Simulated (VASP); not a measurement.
# Hf (P6_3/mmc) in VASP: notebook, part 2 of 2

VASP 6.6.1. Earlier steps stand in the parts before.

## Step 4: Relaxation of shape and atoms at fixed volume, PBE (volume scaled by 0.94)

INCAR

```
SYSTEM = Hf
  ALGO = Normal
  EDIFF = 1E-7
  EDIFFG = -0.01
  ENCUT = 600
  GGA = PE
  IBRION = 2
  ISIF = 4
  ISMEAR = 0
  LASPH = .TRUE.
  LCHARG = .FALSE.
  LREAL = .FALSE.
  LWAVE = .FALSE.
  NELM = 60
  NSW = 50
  PREC = Accurate
  SIGMA = 0.1
```

KPOINTS

```
k-points
0
G
  15 15 8
  0 0 0
```

POSCAR

```
Hf
1.0
    3.1393942929      0.0000000000      0.0000000000
   -1.5696971464      2.7187952101      0.0000000000
    0.0000000000      0.0000000000      4.9642417291
Hf
2
Direct
    0.3333333333      0.6666666667      0.2500000000
    0.6666666667      0.3333333333      0.7500000000
```

Potentials or basis: VASP PAW PBE potentials, release 64 (Hf_pv).

Started as:

```sh
cat potpaw_PBE.64/Hf_pv/POTCAR > POTCAR
mpirun -np 1 vasp_std > vasp.out
```

OUTCAR:

```text
SYSTEM = Hf
   EDIFF = 1E-7
   EDIFFG = -0.01
   ENCUT = 600
   GGA = PE
   IBRION = 2
   ISIF = 4
   ISMEAR = 0
   LASPH = .TRUE.
   LREAL = .FALSE.
   NELM = 60
   NSW = 50
   PREC = Accurate

 ion  position               nearest neighbor table
   1  0.333  0.667  0.250-   2 3.07   2 3.07   2 3.07   2 3.07   2 3.07   2 3.07
   2  0.667  0.333  0.750-   1 3.07   1 3.07   1 3.07   1 3.07   1 3.07   1 3.07

  LATTYP: Found a hexagonal cell.
[... 605 lines left out ...]

  FORCE on cell =-STRESS in cart. coord.  units (eV):
  Direction    XX          YY          ZZ          XY          YZ          ZX
  --------------------------------------------------------------------------------------
  -------------------------------------------------------------------------------------
  Total        1.8304424      1.8304424      1.8340251      0.0000000      0.0000000     -0.0000000
  in kB       69.2135888     69.2135888     69.3490579      0.0000000      0.0000000     -0.0000000
  external PRESSURE =      69.2587452 kB  Pullay stress =       0.0000000 kB

 VOLUME and BASIS-vectors are now :
 -----------------------------------------------------------------------------
  energy-cutoff  :      600.00
  volume of cell :       42.37
      direct lattice vectors                 reciprocal lattice vectors
     3.139394293  0.000000000  0.000000000     0.318532783  0.183904988  0.000000000
    -1.569697146  2.718795210  0.000000000     0.000000000  0.367809976  0.000000000
     0.000000000  0.000000000  4.964241729     0.000000000  0.000000000  0.201440634

 POSITION                                       TOTAL-FORCE (eV/Angst)
 -----------------------------------------------------------------------------------
     -0.00000      1.81253      1.24106         0.000000     -0.000000      0.000000
      1.56970      0.90627      3.72318        -0.000000      0.000000      0.000000
 -----------------------------------------------------------------------------------
    total drift:                               -0.000000      0.000000     -0.000000

  FREE ENERGIE OF THE ION-ELECTRON SYSTEM (eV)
  ---------------------------------------------------
  free  energy   TOTEN  =       -19.8019413041 eV

  energy  without entropy=      -19.7947476917  energy(sigma->0) =      -19.79834450

 reached required accuracy - stopping structural energy minimisation
```

CONTCAR:

```text
Hf
   1.00000000000000
     3.1393942929000000    0.0000000000000000    0.0000000000000000
    -1.5696971464000000    2.7187952101000001    0.0000000000000000
     0.0000000000000000    0.0000000000000000    4.9642417291000003
  Hf
     2
Direct
     0.3333333332999970    0.6666666667000030    0.2500000000000000
     0.6666666667000030    0.3333333332999970    0.7500000000000000

  0.00000000E+00  0.00000000E+00  0.00000000E+00
  0.00000000E+00  0.00000000E+00  0.00000000E+00
```

It took 38 s on 1 thread of Intel Xeon 6975P-C (Granite Rapids), shared host; peak memory 0.24 GiB.

Results:

```
Free energy             : -19.8019 eV
Pressure after relaxing : 6.9 GPa
Band gap on the k mesh  : zero (band 10 reaches 6.49 eV, above the bottom of band 11 at 4.86 eV)
```

Final structure:
```
CELL_PARAMETERS angstrom
3.13939 0.00000 0.00000
-1.56970 2.71880 0.00000
0.00000 0.00000 4.96424
ATOMIC_POSITIONS crystal
Hf 0.33333 0.66667 0.25000
Hf 0.66667 0.33333 0.75000
```

Caveat: the relaxation stopped at its first step, so nothing moved; spin-orbit coupling is left out, which moves the levels of the heavy elements.

## Step 5: Relaxation of shape and atoms at fixed volume, PBE (volume scaled by 0.97)

INCAR

```
  ALGO = Normal
  EDIFF = 1E-6
  EDIFFG = -0.01
  ENCUT = 600
  GGA = PE
  IBRION = 2
  ISIF = 4
  ISMEAR = 0
  LASPH = True
  LCHARG = False
  LREAL = False
  LWAVE = False
  NELM = 60
  NSW = 50
  PREC = Accurate
  SIGMA = 0.1
```

KPOINTS

```
k-points
0
Gamma
  15 15 8
```

POSCAR

```
Hf
1.0
    3.1724429772      0.0000000000      0.0000000000
   -1.5862214886      2.7474162103      0.0000000000
    0.0000000000      0.0000000000      5.0165007455
Hf
2
Direct
    0.3333333333      0.6666666667      0.2500000000
    0.6666666667      0.3333333333      0.7500000000
```

Started as:

```sh
cat potpaw_PBE.64/Hf_pv/POTCAR > POTCAR
mpirun -np 1 vasp_std > vasp.out
```

Wall time 32 s (1 thread of Intel Xeon 6975P-C (Granite Rapids), shared host); peak memory 0.24 GiB.

The run converged. Its results:

| Quantity | Value |
| --- | --- |
| Free energy | -19.8436 eV |
| Pressure after relaxing | 3.0 GPa |
| Band gap on the k mesh | zero (band 10 reaches 6.27 eV, above the bottom of band 11 at 4.64 eV) |

Final structure:
```yaml
crystal:
  lattice:
    - [3.17244, 0.00000, 0.00000]
    - [-1.58622, 2.74742, 0.00000]
    - [0.00000, 0.00000, 5.01650]
  atoms:
    - { symbol: Hf, position: [0.33333, 0.66667, 0.25000] }
    - { symbol: Hf, position: [0.66667, 0.33333, 0.75000] }
```

Levels at points of the mesh, in eV from the Fermi level:
```tsv
k point	band 6	band 7	band 8	band 9	band 10	band 11	band 12	band 13	band 14
(0.00, 0.00, 0.00)	-30.13	-7.47	-3.79	0.72	1.18	1.18	1.47	2.03	2.03
(0.00, 0.00, 0.50)	-30.20	-5.44	-5.44	0.13	0.13	1.07	1.07	1.07	1.07
```

Caveat: the relaxation stopped at its first step, so nothing moved; spin-orbit coupling is left out, which moves the levels of the heavy elements.

## Step 6: Summary

```csv
cell,gap on the mesh (eV),pressure (GPa)
"relaxed from a = 3.069, b = 3.069, c = 4.863 Å, angles 90.0, 90.0, 120.0°, 2 atoms",none,16.6
"relaxed from a = 3.106, b = 3.106, c = 4.911 Å, angles 90.0, 90.0, 120.0°, 2 atoms",none,11.4
"relaxed from a = 3.139, b = 3.139, c = 4.964 Å, angles 90.0, 90.0, 120.0°, 2 atoms",none,6.9
"relaxed from a = 3.172, b = 3.172, c = 5.017 Å, angles 90.0, 90.0, 120.0°, 2 atoms",none,3.0
```

Alike in all rows: task relaxation of shape and atoms at fixed volume; level PBE; potentials or basis VASP PAW PBE potentials, release 64 (Hf_pv); no spin polarisation; k mesh 15 × 15 × 8; cutoff (eV) 600; smearing gaussian 0.1 eV.

Caveats: spin-orbit coupling is left out, which moves the levels of the heavy elements; the relaxation stopped at its first step, so nothing moved (some runs).

Absolute energies hang on the potentials; compare differences alone.
